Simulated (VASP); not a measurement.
# VH2 (Fm-3m) in VASP: notebook, part 2 of 2

VASP 6.6.1. Earlier steps stand in the parts before.

### 3 Vibrations by perturbation theory, PBEsol (5.92 Å³/atom)

This run uses another cell than the first one, of 5.92 Å³/atom.

The input, INCAR:

```
SYSTEM = VH2
ALGO     = Normal         ! electronic algorithm
EDIFF    = 1E-8           ! SCF threshold, eV
ENCUT    = 520            ! plane-wave cutoff, eV
GGA      = PS             ! functional
IBRION   = 8              ! ionic algorithm
ISIF     = 2              ! what is computed and relaxed
ISMEAR   = -1             ! smearing method
LASPH    = .TRUE.         ! aspherical terms in the spheres
LCHARG   = .FALSE.        ! write CHGCAR
LREAL    = .FALSE.        ! projectors in reciprocal space
LWAVE    = .FALSE.        ! write WAVECAR
NELM     = 100            ! most SCF steps
NSW      = 1              ! ionic steps
PREC     = Accurate       ! precision mode
SIGMA    = 0.15           ! smearing width, eV
```

The input, KPOINTS:

```
k-points
0
G
  18 18 18
  0 0 0
```

The input, POSCAR:

```
VH2
1.0
    0.0000000000      2.0703835426      2.0703835426
    2.0703835426      0.0000000000      2.0703835426
    2.0703835426      2.0703835426      0.0000000000
V H
1 2
Direct
    0.0000000000      0.0000000000      0.0000000000
    0.2500000000      0.2500000000      0.2500000000
    0.7500000000      0.7500000000      0.7500000000
```

Potentials or basis: VASP PAW PBE potentials, release 64 (V_sv, H).

Started as:

```sh
$ cat potpaw_PBE.64/V_sv/POTCAR potpaw_PBE.64/H/POTCAR > POTCAR
$ mpirun -np 1 vasp_std > vasp.out
```

OUTCAR:

```text
SYSTEM = VH2
   EDIFF = 1E-8
   ENCUT = 520
   GGA = PS
   IBRION = 8
   ISIF = 2
   ISMEAR = -1
   LASPH = .TRUE.
   LREAL = .FALSE.
   NELM = 100
   NSW = 1
   PREC = Accurate

 ion  position               nearest neighbor table
   1  0.000  0.000  0.000-   3 1.79   3 1.79   3 1.79   2 1.79   3 1.79   2 1.79   2 1.79   2 1.79

   2  0.250  0.250  0.250-   1 1.79   1 1.79   1 1.79   1 1.79
   3  0.750  0.750  0.750-   1 1.79   1 1.79   1 1.79   1 1.79

  LATTYP: Found a face centered cubic cell.
 ALAT       =     4.1407670852

  Lattice vectors:

 A1 = (   0.0000000000,   2.0703835426,   2.0703835426)
 A2 = (   2.0703835426,   0.0000000000,   2.0703835426)
 A3 = (   2.0703835426,   2.0703835426,   0.0000000000)

Analysis of symmetry for initial positions (statically):
=====================================================================
 Subroutine PRICEL returns:
 Original cell was already a primitive cell.

 Routine SETGRP: Setting up the symmetry group for a
 face centered cubic supercell.

 Subroutine GETGRP returns: Found 48 space group operations
 (whereof 48 operations were pure point group operations)
 out of a pool of 48 trial point group operations.

The static configuration has the point symmetry O_h .

Analysis of symmetry for dynamics (positions and initial velocities):
=====================================================================
 Subroutine PRICEL returns:
[... 538 lines left out ...]

[... ionic steps 2 to 3 ...]

--------------------------------------- Ionic step        4  -------------------------------------------

------------------------ aborting loop because EDIFF is reached ----------------------------------------

[... ionic steps 5 to 6 ...]

--------------------------------------- Ionic step        7  -------------------------------------------

 Free energy of the ion-electron system (eV)
  ---------------------------------------------------
  ---------------------------------------------------
  free energy    TOTEN  =        -0.01720245 eV

  energy without entropy =       -0.01720245

------------------------ aborting loop because EDIFF is reached ----------------------------------------

 INTERNAL STRAIN TENSOR  FOR ION    2  DIRECTION 1   (eV/Angst):
 -----------------------------------------------------------------------------
    -0.00089  0.00000  0.00000
     0.00000  0.00032 -5.17927
     0.00000 -5.17927  0.00032

 INTERNAL STRAIN TENSOR FOR ION    3 for displacements in x,y,z  (eV/Angst):
          X           Y           Z          XY          YZ          ZX
  --------------------------------------------------------------------------------
  x     0.00000     0.00000     0.00000     0.00000     5.17927     0.00000
  y     0.00000     0.00000     0.00000     0.00000     0.00000     5.17927
  z     0.00000     0.00000     0.00000     5.17927     0.00000     0.00000

 SECOND DERIVATIVES (NOT SYMMETRIZED)
 ------------------------------------
               1X          1Y          1Z          2X          2Y          2Z          3X          3Y          3Z
  1X   -10.907997    0.000000    0.000000    5.453999    0.000000    0.000000    5.453999    0.000000    0.000000
  1Y     0.000000  -10.907997    0.000000    0.000000    5.453999    0.000000    0.000000    5.453999    0.000000
  1Z     0.000000    0.000000  -10.907997    0.000000    0.000000    5.453999    0.000000    0.000000    5.453999
  2X     5.452919    0.000000    0.000000   -6.424445    0.000000    0.000000    0.971527   -0.000000   -0.000000
  2Y     0.000000    5.452919    0.000000    0.000000   -6.424445    0.000000   -0.000000    0.971527    0.000000
  2Z     0.000000    0.000000    5.452919    0.000000    0.000000   -6.424445   -0.000000    0.000000    0.971527
  3X     5.452919    0.000000    0.000000    0.971527   -0.000000   -0.000000   -6.424445    0.000000    0.000000
  3Y     0.000000    5.452919    0.000000   -0.000000    0.971527    0.000000    0.000000   -6.424445    0.000000
  3Z     0.000000    0.000000    5.452919   -0.000000    0.000000    0.971527    0.000000    0.000000   -6.424445

 Eigenvectors and eigenvalues of the dynamical matrix
 ----------------------------------------------------

   1 f  =   42.515603 THz   267.133414 2PiTHz 1418.167876 cm-1   175.830328 meV
             X         Y         Z           dx          dy          dz
      0.000000  0.000000  0.000000     0.000000   -0.000000    0.000000
      1.035192  1.035192  1.035192     0.000000   -0.000000   -0.707107
      3.105575  3.105575  3.105575    -0.000000    0.000000    0.707107
[... 43 lines left out ...]
   9 f/i=    0.000703 THz     0.004416 2PiTHz    0.023442 cm-1     0.002906 meV
             X         Y         Z           dx          dy          dz
      0.000000  0.000000  0.000000    -0.233282   -0.938186   -0.166135
      1.035192  1.035192  1.035192    -0.032688   -0.131461   -0.023279
      3.105575  3.105575  3.105575    -0.032688   -0.131461   -0.023279

--------------------------------------------------------------------------------------------------------

 ELASTIC MODULI CONTR FROM IONIC RELAXATION (kBar)
 Direction    XX          YY          ZZ          XY          YZ          ZX
 --------------------------------------------------------------------------------
 XX           0.0000      0.0000      0.0000      0.0000      0.0000      0.0000
 YY           0.0000      0.0000      0.0000      0.0000      0.0000      0.0000
 ZZ           0.0000      0.0000      0.0000      0.0000      0.0000      0.0000
 XY           0.0000      0.0000      0.0000   -654.7869      0.0000      0.0000
 YZ           0.0000      0.0000      0.0000      0.0000   -654.7869     -0.0000
 ZX           0.0000      0.0000      0.0000      0.0000     -0.0000   -654.7869
 --------------------------------------------------------------------------------
```

Run time: 2.5 min. Hardware: 1 thread of Intel Xeon 6975P-C (Granite Rapids), shared host; peak memory 0.49 GiB.

What came out:

```yaml
Highest_phonon_frequency_at_Γ: 1418 cm⁻¹
```

Phonon frequencies in cm⁻¹ (negative: imaginary):
| q point | frequencies |
| --- | --- |
| (0.000, 0.000, 0.000) | 0 0 0 1241 1241 1241 1418 1418 1418 |

Caveat: the cell stands under pressure or tension, which shifts response properties; the PAW data sets were made with another functional, which shifts forces and pressure a little.

### 4 Vibrations by perturbation theory, PBEsol

This run uses another cell than the first one, of 5.94 Å³/atom.

The input, INCAR:

```
PREC     = Accurate       # precision mode
ENCUT    = 520            # plane-wave cutoff, eV
EDIFF    = 1E-8           # SCF threshold, eV
ISMEAR   = -1             # smearing method
SIGMA    = 0.15           # smearing width, eV
LREAL    = F              # projectors in reciprocal space
LASPH    = T              # aspherical terms in the spheres
NELM     = 100            # most SCF steps
ALGO     = Normal         # electronic algorithm
ISIF     = 2              # what is computed and relaxed
LWAVE    = F              # write WAVECAR
LCHARG   = F              # write CHGCAR
GGA      = PS             # functional
NBANDS   = 14             # bands
IBRION   = 8              # ionic algorithm
NSW      = 1              # ionic steps
```

The input, KPOINTS:

```
regular mesh
0
Gamma
  18 18 18
```

The input, POSCAR:

```
VH2
1.0
    0.0000000000      2.0735941598      2.0735941598
    2.0735941598      0.0000000000      2.0735941598
    2.0735941598      2.0735941598      0.0000000000
V H
1 2
Direct
    0.0000000000      0.0000000000      0.0000000000
    0.2500000000      0.2500000000      0.2500000000
    0.7500000000      0.7500000000      0.7500000000
```

Potentials or basis: VASP PAW PBE potentials, release 64 (V_sv, H).

Started as:

```sh
$ cat potpaw_PBE.64/V_sv/POTCAR potpaw_PBE.64/H/POTCAR > POTCAR
$ mpirun -np 1 vasp_std > vasp.out
```

OUTCAR:

```text
PREC = Accurate
   ENCUT = 520
   EDIFF = 1E-8
   ISMEAR = -1
   LREAL = F
   LASPH = T
   NELM = 100
   ISIF = 2
   GGA = PS
   IBRION = 8
   NSW = 1

 ion  position               nearest neighbor table
   1  0.000  0.000  0.000-   3 1.80   3 1.80   3 1.80   2 1.80   3 1.80   2 1.80   2 1.80   2 1.80

   2  0.250  0.250  0.250-   1 1.80   1 1.80   1 1.80   1 1.80
   3  0.750  0.750  0.750-   1 1.80   1 1.80   1 1.80   1 1.80

  LATTYP: Found a face centered cubic cell.
 ALAT       =     4.1471883196

  Lattice vectors:

 A1 = (   0.0000000000,   2.0735941598,   2.0735941598)
 A2 = (   2.0735941598,   0.0000000000,   2.0735941598)
 A3 = (   2.0735941598,   2.0735941598,   0.0000000000)

Analysis of symmetry for initial positions (statically):
=====================================================================
 Subroutine PRICEL returns:
 Original cell was already a primitive cell.

 Routine SETGRP: Setting up the symmetry group for a
 face centered cubic supercell.

 Subroutine GETGRP returns: Found 48 space group operations
 (whereof 48 operations were pure point group operations)
 out of a pool of 48 trial point group operations.

The static configuration has the point symmetry O_h .

Analysis of symmetry for dynamics (positions and initial velocities):
=====================================================================
 Subroutine PRICEL returns:
 Original cell was already a primitive cell.

[... 610 lines left out ...]

--------------------------------------- Ionic step        4  -------------------------------------------

------------------------ aborting loop because EDIFF is reached ----------------------------------------

[... ionic steps 5 to 6 ...]

--------------------------------------- Ionic step        7  -------------------------------------------

 Free energy of the ion-electron system (eV)
  ---------------------------------------------------
  ---------------------------------------------------
  free energy    TOTEN  =        -0.01718226 eV

  energy without entropy =       -0.01718226

------------------------ aborting loop because EDIFF is reached ----------------------------------------

 INTERNAL STRAIN TENSOR  FOR ION    2  DIRECTION 1   (eV/Angst):
 -----------------------------------------------------------------------------
    -0.00087  0.00000  0.00000
     0.00000  0.00034 -5.09601
     0.00000 -5.09601  0.00034

 INTERNAL STRAIN TENSOR FOR ION    3 for displacements in x,y,z  (eV/Angst):
          X           Y           Z          XY          YZ          ZX
  --------------------------------------------------------------------------------
  x     0.00000     0.00000    -0.00000     0.00000     5.09601     0.00000
  y     0.00000    -0.00000    -0.00000     0.00000     0.00000     5.09601
  z     0.00000     0.00000     0.00000     5.09601     0.00000     0.00000

 SECOND DERIVATIVES (NOT SYMMETRIZED)
 ------------------------------------
               1X          1Y          1Z          2X          2Y          2Z          3X          3Y          3Z
  1X   -10.766143    0.000000    0.000000    5.383072    0.000000    0.000000    5.383072    0.000000    0.000000
  1Y     0.000000  -10.766143    0.000000    0.000000    5.383072    0.000000    0.000000    5.383072    0.000000
  1Z     0.000000    0.000000  -10.766143    0.000000    0.000000    5.383072    0.000000    0.000000    5.383072
  2X     5.385494    0.000000    0.000000   -6.354504    0.000000    0.000000    0.969011   -0.000000   -0.000000
  2Y     0.000000    5.385494    0.000000    0.000000   -6.354504    0.000000   -0.000000    0.969011    0.000000
  2Z     0.000000    0.000000    5.385494    0.000000    0.000000   -6.354504   -0.000000    0.000000    0.969011
  3X     5.385494    0.000000    0.000000    0.969011   -0.000000   -0.000000   -6.354504    0.000000    0.000000
  3Y     0.000000    5.385494    0.000000   -0.000000    0.969011    0.000000    0.000000   -6.354504    0.000000
  3Z     0.000000    0.000000    5.385494   -0.000000    0.000000    0.969011    0.000000    0.000000   -6.354504

 Eigenvectors and eigenvalues of the dynamical matrix
 ----------------------------------------------------

   1 f  =   42.306833 THz   265.821672 2PiTHz 1411.204049 cm-1   174.966924 meV
             X         Y         Z           dx          dy          dz
      0.000000  0.000000  0.000000    -0.000000   -0.000000    0.000000
      1.036797  1.036797  1.036797    -0.157907   -0.689250   -0.000000
      3.110391  3.110391  3.110391     0.157907    0.689250    0.000000
[... 43 lines left out ...]
   9 f/i=    0.001586 THz     0.009964 2PiTHz    0.052897 cm-1     0.006558 meV
             X         Y         Z           dx          dy          dz
      0.000000  0.000000  0.000000    -0.043921    0.028130    0.979550
      1.036797  1.036797  1.036797    -0.006152    0.003940    0.137213
      3.110391  3.110391  3.110391    -0.006152    0.003940    0.137213

--------------------------------------------------------------------------------------------------------

 ELASTIC MODULI CONTR FROM IONIC RELAXATION (kBar)
 Direction    XX          YY          ZZ          XY          YZ          ZX
 --------------------------------------------------------------------------------
 XX          -0.0000     -0.0000      0.0000     -0.0000     -0.0000     -0.0000
 YY          -0.0000     -0.0000      0.0000     -0.0000     -0.0000      0.0000
 ZZ           0.0000      0.0000     -0.0000      0.0000      0.0000      0.0000
 XY          -0.0000     -0.0000     -0.0000   -637.2069     -0.0000      0.0000
 YZ          -0.0000     -0.0000      0.0000     -0.0000   -637.2069     -0.0000
 ZX          -0.0000      0.0000      0.0000      0.0000     -0.0000   -637.2069
 --------------------------------------------------------------------------------
```

OSZICAR:

```text
N       E                     dE             d eps       ncg     rms          rms(c)
DAV:   1     0.102610500400E+03    0.10261E+03   -0.77465E+03  5476   0.113E+03
DAV:   2    -0.176310376304E+02   -0.12024E+03   -0.11535E+03  5790   0.330E+02
DAV:   3    -0.197133661342E+02   -0.20823E+01   -0.20738E+01  6024   0.488E+01
DAV:   4    -0.197222449616E+02   -0.88788E-02   -0.88786E-02  5910   0.345E+00
[... 41 lines left out ...]
RMM:   7    -0.171818734712E-01   -0.25610E-05   -0.76181E-09 37692   0.859E-04    0.132E-04
RMM:   8    -0.171822068311E-01   -0.33336E-06   -0.25000E-09 39424   0.278E-04    0.267E-05
RMM:   9    -0.171822686350E-01   -0.61804E-07    0.13311E-09 40498   0.734E-05    0.473E-06
RMM:  10    -0.171822634958E-01    0.51392E-08    0.38737E-10 41179   0.216E-05    0.164E-06
 Linear response finished
```

stdout:

```text
POSCAR found type information on POSCAR V H
 POSCAR found :  2 types and       3 ions
 scaLAPACK will be used
 -----------------------------------------------------------------------------
|                                                                             |
|                                                                             |
|     You enforced a specific xc type in the INCAR file but a different       |
|     I HOPE YOU KNOW WHAT YOU ARE DOING!                                     |
|                                                                             |
 -----------------------------------------------------------------------------

 LDA part: xc-table for (Slater+PW92), standard interpolation
 POSCAR, INCAR and KPOINTS ok, starting setup
 FFT: planning ... GRIDC
 FFT: planning ... GRID_SOFT
 FFT: planning ... GRID
 WAVECAR not read
 entering main loop
 Linear response reoptimize wavefunctions to high precision
 Linear response DOF=           2
 Linear response progress:
 first order change of Fermi-energy   0.14164E-02
 force on displaced ion       1 direction 1 : -10.766   0.000   0.000
 Linear response progress:
 first order change of Fermi-energy  -0.60425E-04
 force on displaced ion       2 direction 1 :  -6.355   0.000   0.000
 Linear response finished
```

It took 2.6 min on 1 thread of Intel Xeon 6975P-C (Granite Rapids), shared host; peak memory 0.56 GiB.

What came out:

```
Highest phonon frequency at Γ : 1411 cm⁻¹
```

Phonon frequencies in cm⁻¹ (negative: imaginary):
```
              q point                          frequencies
(0.000, 0.000, 0.000)  0 0 0 1234 1234 1234 1411 1411 1411
```

Caveat: the cell stands under pressure or tension, which shifts response properties; the PAW data sets were made with another functional, which shifts forces and pressure a little.
